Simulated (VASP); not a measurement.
Wanted: the native input for a VASP 6.6.1 run.

| Item | Value |
| --- | --- |
| Task | single point |
| Functional | PBEsol |
| Potentials or basis | VASP PAW PBE potentials, release 64 (Ti_sv, Al) |
| Cutoff | 520 eV |
| k mesh | 4 × 2 × 2 |
| Occupations | gaussian, width 0.1 eV |
| Spin | no spin polarisation |
| Dipole correction | no |
| Further INCAR settings | ALGO = Normal; EDIFF = 1e-07; NBANDS = 18 |

The structure of TiAl3 lies in POSCAR:

```
TiAl3
1.0
    2.8116683263     -0.0196588470     -0.0186566057
   -0.0324080002      4.6421640465     -0.0100864170
   -0.0321977504     -0.0105593121      4.9349421324
Ti Al
1 3
Direct
   -0.0267402667      0.4885473599      0.1760357973
    0.5033607929      0.5236931408      0.6745434641
    0.4735485346      0.0418715234      0.3082792194
    0.0048113747     -0.0030813399      0.8463180768
```

The input as run:

INCAR

```
SYSTEM = TiAl3
ALGO = Normal
EDIFF = 1E-7
ENCUT = 520
GGA = PS
ISIF = 2
ISMEAR = 0
LASPH = .TRUE.
LCHARG = .TRUE.
LELF = .TRUE.
LREAL = .FALSE.
LVHAR = .TRUE.
LWAVE = .FALSE.
NBANDS = 18
NELM = 100
PREC = Accurate
SIGMA = 0.1
```

KPOINTS

```
k-points
0
G
  4 2 2
  0 0 0
```

Potentials or basis: VASP PAW PBE potentials, release 64 (Ti_sv, Al).

Command:

```console
$ cat potpaw_PBE.64/Ti_sv/POTCAR potpaw_PBE.64/Al/POTCAR > POTCAR
$ mpirun -np 1 vasp_std > vasp.out
```

It gave:

```yaml
Pressure: 1.3 GPa
Largest_force: 2.007 eV/Å
```

Caveat: the k points lie up to 0.68 Å⁻¹ apart; the PAW data sets were made with another functional, which shifts forces and pressure a little.

Run time: 18 s on 1 thread of Intel(R) Xeon(R) Platinum 8488C (Sapphire Rapids) (shared host), peak memory 0.18 GiB.
